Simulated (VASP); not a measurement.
# C8O in VASP: further runs

C8O is run at these levels: PBE+D3(BJ); tasks: single point.

All numbers are computed with VASP 6.6.1; they aren't measurements. Logs are shortened: lines on timing, memory, paths and dates and some standing lists are left out, and cuts for length are marked.

**1. The cell of the first run**

The cell holds a slab with vacuum, 9 atoms: a = 2.465 Å, b = 2.465 Å, c = 29.108 Å, α = 90.00°, β = 90.00°, γ = 120.00°.

**2. Single point, PBE+D3(BJ)**

INCAR reads:

```
  ALGO = Normal
  DIPOL = 0.5 0.5 0.491
  EDIFF = 1E-6
  ENCUT = 520
  GGA = PE
  IDIPOL = 3
  ISIF = 2
  ISMEAR = 0
  IVDW = 12
  LASPH = True
  LCHARG = False
  LDIPOL = True
  LREAL = False
  LWAVE = False
  NBANDS = 29
  NELM = 80
  PREC = Accurate
  SIGMA = 0.1
```

KPOINTS reads:

```
k-points
0
Gamma
  12 12 1
```

POSCAR reads:

```
C8O
1.0
    2.4649796670      0.0000000000      0.0000000000
   -1.2324898335      2.1347350114      0.0000000000
    0.0000000000      0.0000000000     29.1076495408
C O
8 1
Direct
    0.0000000000      0.0000000000      0.2920194646
    0.6666666667      0.3333333333      0.2920194566
    0.0000000000      0.0000000000      0.4077696707
    0.3333333333      0.6666666667      0.4077696627
    0.0000000000      0.0000000000      0.5232783496
    0.6666666667      0.3333333333      0.5233236383
    0.0000000000      0.0000000000      0.6467595982
    0.3333333333      0.6666666667      0.6345747439
    0.0000000000      0.0000000000      0.6943088162
```

Potentials or basis: VASP PAW PBE potentials, release 64 (C, O).

Launch:

```
> cat potpaw_PBE.64/C/POTCAR potpaw_PBE.64/O/POTCAR > POTCAR
> mpirun -np 1 vasp_std > vasp.out
```

OUTCAR:

```text
EDIFF = 1E-6
   ENCUT = 520
   GGA = PE
   ISIF = 2
   ISMEAR = 0
   IVDW = 12
   LASPH = True
   LREAL = False
   NELM = 80
   PREC = Accurate
 IVDW          = 12

 ion  position               nearest neighbor table
   1  0.000  0.000  0.292-   2 1.42   2 1.42   2 1.42
   2  0.667  0.333  0.292-   1 1.42   1 1.42   1 1.42
   3  0.000  0.000  0.408-   4 1.42   4 1.42   4 1.42
   4  0.333  0.667  0.408-   3 1.42   3 1.42   3 1.42
   5  0.000  0.000  0.523-   6 1.42   6 1.42   6 1.42
   6  0.667  0.333  0.523-   5 1.42   5 1.42   5 1.42
   7  0.000  0.000  0.647-   9 1.38   8 1.47   8 1.47   8 1.47
   8  0.333  0.667  0.635-   7 1.47   7 1.47   7 1.47
   9  0.000  0.000  0.694-   7 1.38

  LATTYP: Found a hexagonal cell.
 ALAT       =     2.4649796670
 C/A-ratio  =    11.8084745000

  Lattice vectors:

 A1 = (   2.4649796670,   0.0000000000,   0.0000000000)
 A2 = (  -1.2324898335,   2.1347350114,   0.0000000000)
 A3 = (   0.0000000000,   0.0000000000,  29.1076495408)

Analysis of symmetry for initial positions (statically):
=====================================================================
 Subroutine PRICEL returns:
 Original cell was already a primitive cell.

 Routine SETGRP: Setting up the symmetry group for a
 hexagonal supercell.

 Subroutine GETGRP returns: Found  6 space group operations
 (whereof  6 operations were pure point group operations)
 out of a pool of 24 trial point group operations.

The static configuration has the point symmetry C_3v.

Analysis of symmetry for dynamics (positions and initial velocities):
=====================================================================
 Subroutine PRICEL returns:
 Original cell was already a primitive cell.

 Routine SETGRP: Setting up the symmetry group for a
 hexagonal supercell.

 Subroutine GETGRP returns: Found  6 space group operations
 (whereof  6 operations were pure point group operations)
 out of a pool of 24 trial point group operations.

The dynamic configuration has the point symmetry C_3v.

 Subroutine INISYM returns: Found  6 space group operations
 (whereof  6 operations are pure point group operations),
 and found     1 'primitive' translations

----------------------------------------------------------------------------------------

                                     Primitive cell

  volume of cell :     153.1667

  direct lattice vectors                    reciprocal lattice vectors
     2.464979667  0.000000000  0.000000000     0.405682860  0.234221108  0.000000000
    -1.232489834  2.134735011  0.000000000     0.000000000  0.468442216  0.000000000
     0.000000000  0.000000000 29.107649541     0.000000000  0.000000000  0.034355230

  length of vectors
     2.464979667  2.464979667 29.107649541     0.468442216  0.468442216  0.034355230

  position of ions in fractional coordinates (direct lattice)
     0.000000000  0.000000000  0.292019465
     0.666666667  0.333333333  0.292019457
     0.000000000  0.000000000  0.407769671
     0.333333333  0.666666667  0.407769663
     0.000000000  0.000000000  0.523278350
     0.666666667  0.333333333  0.523323638
     0.000000000  0.000000000  0.646759598
     0.333333333  0.666666667  0.634574744
     0.000000000  0.000000000  0.694308816

  ion indices of the primitive-cell ions
   primitive index   ion index
                 1           1
                 2           2
                 3           3
                 4           4
                 5           5
                 6           6
                 7           7
                 8           8
                 9           9

----------------------------------------------------------------------------------------

 KPOINTS: k-points

Automatic generation of k-mesh.
 Grid dimensions read from file:
 generate k-points for:   12   12    1

 Generating k-lattice:

  Cartesian coordinates                     Fractional coordinates (reciprocal lattice)
     0.033806905  0.019518426  0.000000000     0.083333333 -0.000000000  0.000000000
     0.000000000  0.039036851  0.000000000     0.000000000  0.083333333  0.000000000
     0.000000000  0.000000000  0.034355230     0.000000000  0.000000000  1.000000000

  Length of vectors
     0.039036851  0.039036851  0.034355230

  Shift w.r.t. Gamma in fractional coordinates (k-lattice)
     0.000000000  0.000000000  0.000000000

 Subroutine IBZKPT returns following result:
 ===========================================

 Found     19 irreducible k-points:

 Following reciprocal coordinates:
            Coordinates               Weight
  0.000000  0.000000  0.000000      1.000000
  0.083333 -0.000000  0.000000      6.000000
  0.166667 -0.000000  0.000000      6.000000
  0.250000 -0.000000  0.000000      6.000000
  0.333333 -0.000000  0.000000      6.000000
  0.416667  0.000000  0.000000      6.000000
[... 11 lines left out ...]
  0.333333  0.250000  0.000000     12.000000
  0.333333  0.333333  0.000000      2.000000
   k-points           NKPTS =     19   k-points in BZ     NKDIM =     19   number of bands    NBANDS=     29
   number of dos      NEDOS =    301   number of ions     NIONS =      9
   total plane-waves  NPLWV =  69984
   dimension x,y,z NGX =    18 NGY =   18 NGZ =  216
   dimension x,y,z NGXF=    36 NGYF=   36 NGZF=  432
   ions per type =               8   1
   NGX,Y,Z   is equivalent  to a cutoff of  12.14, 12.14, 12.34 a.u.
   NGXF,Y,Z  is equivalent  to a cutoff of  24.28, 24.28, 24.67 a.u.
 SYSTEM =  unknown system
   PREC   = accura    normal or accurate (medium, high low for compatibility)
   ISTART =      0    job   : 0-new  1-cont  2-samecut
   ICHARG =      2    charge: 1-file 2-atom 10-const
   ISPIN  =      1    spin polarized calculation?
   LNONCOLLINEAR =      F non collinear calculations
   LSORBIT =      F    spin-orbit coupling
   LASPH  =      T    aspherical Exc in radial PAW
   ENCUT  =  520.0 eV  38.22 Ry    6.18 a.u.   4.58  4.58 54.12*2*pi/ulx,y,z
   NELM   =     80;   NELMIN=  2; NELMDL= -5     # of ELM steps
   EDIFF  = 0.1E-05   stopping-criterion for ELM
   LREAL  =      F    real-space projection
   EDIFFG = 0.1E-04   stopping-criterion for IOM
   NSW    =      0    number of steps for IOM
   IBRION =     -1    ionic relax: 0-MD 1-quasi-New 2-CG
   NFREE  =      0    steps in history (QN), initial steepest desc. (CG)
   ISIF   =      2    stress and relaxation
   ISYM   =      2    0-nonsym 1-usesym 2-fastsym
   POTIM  = 0.5000    time-step for ionic-motion
   TEBEG  =    0.0;   TEEND  =   0.0 temperature during run
   PSTRESS=    0.0 pullay stress
   NELECT =      38.0000    total number of electrons
   NUPDOWN=      -1.0000    fix difference up-down
   EMIN   =  10.00;   EMAX   =-10.00  energy-range for DOS
   EFERMI =   0.00;   METHOD = LEGACY
   ISMEAR =     0;   SIGMA  =   0.10  broadening in eV -4-tet -1-fermi 0-gaus
   EFERMI_NEDOS =   21; number of points for ismear=-14 and -15
   IALGO  =     38    algorithm
   IMIX   =      4    mixing-type and parameters
     AMIX     =   0.40;   BMIX     =  1.00
     AMIX_MAG =   1.60;   BMIX_MAG =  1.00
  volume/ion in A,a.u.               =      17.02       114.85
  Fermi-wavevector in a.u.,A,eV,Ry     =   1.028682  1.943927 14.397508  1.058187
  Thomas-Fermi vector in A             =   2.162691
   LORBIT       =      0    0 simple, 1 ext, 2 COOP (PROOUT), +10 PAW based schemes
   GGA     = PE    functional components
   LHFCALC =     F    Hartree Fock is set to
   AEXX    =    0.0000 exact exchange contribution
   IVDW    =    12    specifies the selected vdW correction
   LEPSILON=     F    determine dielectric tensor
   LRPA    =     F    only Hartree local field effects (RPA)
 non-spin polarized calculation
 Gauss-broadening in eV      SIGMA  =   0.10
  energy-cutoff  :      520.00
  volume of cell :      153.17
 maximum number of plane-waves:      4180
   NGX =  9   NGY =  9   NGZ =109

 dipolmoment           0.000000      0.000000     -0.009513 electrons x Angstroem

 number of electron      37.9999994 magnetization

 dipolmoment           0.000000      0.000000      0.103796 electrons x Angstroem

 Free energy of the ion-electron system (eV)
  ---------------------------------------------------
  ext. energy  EPLUGINS =         0.00000000
  ---------------------------------------------------
  free energy    TOTEN  =       -76.11116847 eV

  energy without entropy =      -76.08784165  energy(sigma->0) =      -76.09950506

 E-fermi :  -0.7367     XC(G=0):  -5.6132

 val. band max:       -0.7433733246   @ k =   0.3333   0.3333   0.0000
 cond. band min:      -0.7289762047   @ k =   0.3333   0.3333   0.0000
 fundamental gap:      0.0143971199
 Fermi energy:        -0.7366823123

 k-point     1 :       0.0000    0.0000    0.0000
  band No.  band energies     occupation
      1     -23.7290      2.00000
      2     -20.3538      2.00000
      3     -20.2577      2.00000
      4     -20.1456      2.00000
      5     -17.9799      2.00000
      6      -9.0844      2.00000
[... 21 lines left out ...]
     28       7.0834      0.00000
     29       7.6001      0.00000

 k-point     2 :       0.0833   -0.0000    0.0000
  band No.  band energies     occupation
      1     -23.5922      2.00000
      2     -20.1885      2.00000
      3     -20.0935      2.00000
      4     -19.9824      2.00000
      5     -17.8633      2.00000
      6      -8.8964      2.00000
[... 21 lines left out ...]
     28       7.6422      0.00000
     29       7.6780      0.00000

 k-point     3 :       0.1667   -0.0000    0.0000
  band No.  band energies     occupation
      1     -23.1934      2.00000
      2     -19.6944      2.00000
      3     -19.6025      2.00000
      4     -19.4946      2.00000
      5     -17.5237      2.00000
      6      -8.3672      2.00000
[... 478 lines left out ...]
      5     -14.4672      2.00000
      6     -12.7183      2.00000
[... 21 lines left out ...]
     28      10.5249      0.00000
     29      10.9512      0.00000

 k-point    19 :       0.3333    0.3333    0.0000
  band No.  band energies     occupation
      1     -20.4751      2.00000
      2     -14.0306      2.00000
      3     -13.3868      2.00000
      4     -13.3308      2.00000
      5     -13.3273      2.00000
      6     -13.3165      2.00000
[... 21 lines left out ...]
     28      10.1820      0.00000
     29      12.0823      0.00000

------------------------ aborting loop because EDIFF is reached ----------------------------------------

 vacuum level on the upper side and lower side of the slab       (xc-potential included)         1.513        -1.991

 Edisp (eV)   -1.19993

 E8    (eV) :    -0.3456

  FORCE on cell =-STRESS in cart. coord.  units (eV):
  Direction    XX          YY          ZZ          XY          YZ          ZX
  --------------------------------------------------------------------------------------
  -------------------------------------------------------------------------------------
  Total       4.63429     4.63429     0.33160     0.00000     0.00000    -0.00000
  in kB      48.47632    48.47632     3.46863     0.00000     0.00000    -0.00000
  external pressure =       33.47 kB  Pullay stress =        0.00 kB

 VOLUME and BASIS-vectors are now :
 -----------------------------------------------------------------------------
  energy-cutoff  :      520.00
  volume of cell :      153.17
      direct lattice vectors                 reciprocal lattice vectors
     2.464979667  0.000000000  0.000000000     0.405682860  0.234221108  0.000000000
    -1.232489834  2.134735011  0.000000000     0.000000000  0.468442216  0.000000000
     0.000000000  0.000000000 29.107649541     0.000000000  0.000000000  0.034355230

 POSITION                                       TOTAL-FORCE (eV/Angst)
 -----------------------------------------------------------------------------------
      0.00000      0.00000      8.50000         0.000000      0.000000      0.007903
      1.23249      0.71158      8.50000        -0.000000     -0.000000     -0.011673
      0.00000      0.00000     11.86922        -0.000000      0.000000      0.001222
     -0.00000      1.42316     11.86922        -0.000000      0.000000      0.000976
      0.00000      0.00000     15.23140        -0.000000     -0.000000      0.004843
      1.23249      0.71158     15.23272        -0.000000     -0.000000     -0.004714
      0.00000      0.00000     18.82565         0.000000      0.000000     -0.238320
     -0.00000      1.42316     18.47098         0.000000      0.000000     -0.023261
      0.00000      0.00000     20.20970         0.000000      0.000000      0.263024
 -----------------------------------------------------------------------------------
    total drift:                                0.000000      0.000000      0.000312

  FREE ENERGIE OF THE ION-ELECTRON SYSTEM (eV)
  ---------------------------------------------------
  free  energy   TOTEN  =       -77.3110941114 eV

  energy  without entropy=      -77.2877672885  energy(sigma->0) =      -77.29943070

 vacuum level on the upper side and lower side of the slab         6.898         3.333
```

It took 95 s on 1 thread of Intel Xeon 6975P-C (Granite Rapids), shared host; peak memory 0.27 GiB.

Results:

| Item | Value |
| --- | --- |
| Free energy | -77.3111 eV |
| Largest force | 0.263 eV/Å |
| Band gap on the k mesh | zero (band 19 reaches -0.17 eV, above the bottom of band 20 at -0.80 eV) |
| Dispersion energy per atom | -0.133 eV |

Forces on the atoms (eV/Å):
```
C    0.000  0.000  0.008
C    0.000  0.000 -0.012
C    0.000  0.000  0.001
C    0.000  0.000  0.001
C    0.000  0.000  0.005
C    0.000  0.000 -0.005
C    0.000  0.000 -0.238
C    0.000  0.000 -0.023
O    0.000  0.000  0.263
```

**3. Single point, PBE+D3(BJ)**

INCAR reads:

```
PREC = Accurate
ENCUT = 520
EDIFF = 1E-6
ISMEAR = 0
SIGMA = 0.1
LREAL = False
LASPH = True
NELM = 60
ALGO = Normal
ISIF = 2
LWAVE = False
LCHARG = False
LDIPOL = True
IDIPOL = 3
DIPOL = 0.5 0.5 0.500
GGA = PE
IVDW = 12
NBANDS = 29
```

KPOINTS reads:

```
Automatic mesh
0
Gamma
  12 12 1
```

POSCAR reads:

```
C8O
1.0
    2.4649796670      0.0000000000      0.0000000000
   -1.2324898335      2.1347350114      0.0000000000
    0.0000000000      0.0000000000     29.1076495408
C O
8 1
Direct
    0.0000000000      0.0000000000      0.2920194646
    0.6666666667      0.3333333333      0.2920194566
    0.0000000000      0.0000000000      0.4077696707
    0.3333333333      0.6666666667      0.4077696627
    0.0000000000      0.0000000000      0.5234989656
    0.6666666667      0.3333333333      0.5238803570
    0.0000000000      0.0000000000      0.7181941545
    0.3333333333      0.6666666667      0.7181918101
    0.6666666667      0.3333333333      0.6176951598
```

Potentials or basis: VASP PAW PBE potentials, release 64 (C, O).

Launch:

```
> cat potpaw_PBE.64/C/POTCAR potpaw_PBE.64/O/POTCAR > POTCAR
> mpirun -np 1 vasp_std > vasp.out
```

It took 1.9 min on 1 thread of Intel Xeon 6975P-C (Granite Rapids), shared host; peak memory 0.28 GiB.

The run converged. Its results:

```yaml
Free_energy: -77.0808 eV
Largest_force: 0.018 eV/Å
Band_gap_on_the_k_mesh: zero (band 19 reaches 0.75 eV, above the bottom of band 20 at -0.57 eV)
Dispersion_energy_per_atom: -0.130 eV
```

Forces on the atoms (eV/Å):
```
C    0.000  0.000  0.012
C    0.000  0.000 -0.014
C    0.000  0.000  0.002
C    0.000  0.000 -0.005
C    0.000  0.000  0.018
C    0.000  0.000 -0.014
C    0.000  0.000  0.001
C    0.000  0.000  0.000
O    0.000  0.000 -0.001
```

Levels at points of the mesh, in eV from the Fermi level:
```
           k point  band 17  band 18  band 19  band 20  band 21  band 22
(0.00, 0.00, 0.00)    -1.87    -1.58     1.26     1.26     3.61     4.77
(0.50, 0.00, 0.00)    -1.63    -1.02    -0.14     0.38     1.61     1.93
```
